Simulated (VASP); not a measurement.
Wanted: the native input for a VASP 6.6.1 run.

| Item | Value |
| --- | --- |
| Task | single point |
| Functional | RPBE |
| Dispersion | D4 |
| Potentials or basis | VASP PAW PBE potentials, release 64 (Mn_pv, O) |
| Cutoff | 520 eV |
| k mesh | 10 × 10 × 10 |
| Occupations | gaussian, width 0.05 eV |
| Spin | collinear spin, ferromagnetic start |
| Starting moments | [4.78, 0.16] μB |
| Hubbard terms | Mn d U = 3.9 eV |
| Dipole correction | no |
| Further INCAR settings | ALGO = Normal; EDIFF = 1e-07; NBANDS = 20 |

The structure of MnO lies in POSCAR:

```
MnO
1.0
    0.0000000000      2.2743095869      2.2743095869
    2.2743095869      0.0000000000      2.2743095869
    2.2743095869      2.2743095869      0.0000000000
Mn O
1 1
Direct
    0.0000000000      0.0000000000      0.0000000000
    0.5000000000      0.5000000000      0.5000000000
```

These files were run (other wordings do the same):

INCAR

```
ALGO     = Normal         # electronic algorithm
EDIFF    = 1E-7           # SCF threshold, eV
ENCUT    = 520            # plane-wave cutoff, eV
GGA      = RP             # functional
ISIF     = 2              # what is computed and relaxed
ISMEAR   = 0              # smearing method
ISPIN    = 2              # spin polarisation
IVDW     = 13             # dispersion correction
LASPH    = T              # aspherical terms in the spheres
LCHARG   = F              # write CHGCAR
LDAU     = T              # DFT+U
LDAUJ    = 0 0          
LDAUL    = 2 -1           # shell
LDAUPRINT= 1            
LDAUTYPE = 2            
LDAUU    = 3.9 0          # U, eV
LMAXMIX  = 4              # l up to which the mixer works
LORBIT   = 11             # projections on sites
LREAL    = F              # projectors in reciprocal space
LWAVE    = F              # write WAVECAR
MAGMOM   = 4.78 0.16      # initial moments
NBANDS   = 20             # bands
NELM     = 150            # most SCF steps
PREC     = Accurate       # precision mode
SIGMA    = 0.05           # smearing width, eV
```

KPOINTS

```
k-points
0
Gamma
  10 10 10
```

Potentials or basis: VASP PAW PBE potentials, release 64 (Mn_pv, O).

Run with:

```bash
$ cat potpaw_PBE.64/Mn_pv/POTCAR potpaw_PBE.64/O/POTCAR > POTCAR
$ mpirun -np 1 vasp_std > vasp.out
```

Results of the run:

| Item | Value |
| --- | --- |
| Pressure | -4.1 GPa |
| Band gap on the k mesh | 0.14 eV (least direct gap 2.23 eV) |
| Net moment | 5.00 μB per cell |
| Site moments | Mn +4.64; O +0.13 μB |
| Valence electrons inside the program's atomic spheres | Mn 11.28; O 4.99 |
| Dispersion energy per atom | -0.640 eV |

Caveat: the cell stands under tension; the PAW data sets were made with another functional, which shifts forces and pressure a little; a cell with one magnetic atom can't hold antiferromagnetic order, which such compounds often take.

It took 23 s on 1 thread of AMD EPYC 9R45 96-Core Processor (Zen 5) (shared host), peak memory 0.14 GiB.
